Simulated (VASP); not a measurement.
ZnSe (l.bA):

```
Zn Se
1.0
     0.00000    2.82500    2.82500
     2.82500    0.00000    2.82500
     2.82500    2.82500    0.00000
Zn Se
1 1
Cartesian
  0.0000 0.0000 0.0000
  1.4125 1.4125 1.4125
```

```yaml
Program: VASP 6.6.1
Task: relaxation of cell and atoms
Functional: LDA
Potentials_or_basis: VASP PAW LDA potentials, release 64 (Zn, Se)
Cutoff: 500 eV
k_mesh: 8 × 8 × 8
Occupations: gaussian, width 0.02 eV
Spin: no spin polarisation
```

At the start: pressure -2.6 GPa; volume 22.55 Å³/atom.

Q: Where does the relaxation end?

A: Over 3 steps the energy falls by 7.1 meV/atom and the volume is 21.68 Å³/atom (-3.8 %); space group F-43m (No. 216, to 0.05 Å).

The path:
```
step  energy change (eV)  largest force (eV/Å)  pressure (GPa)  volume (Å³)
   1              0.0000                0.0000           -2.55        45.09
   2             -0.0124                0.0000            0.99        42.79
   3             -0.0142                0.0000           -0.01        43.37
```

Final structure:
```xyz
2
Lattice="0.0000 2.7885 2.7885 2.7885 0.0000 2.7885 2.7885 2.7885 0.0000" Properties=species:S:1:pos:R:3 pbc="T T T"
Zn    0.0000    0.0000    0.0000
Se    1.3943    1.3943    1.3943
```
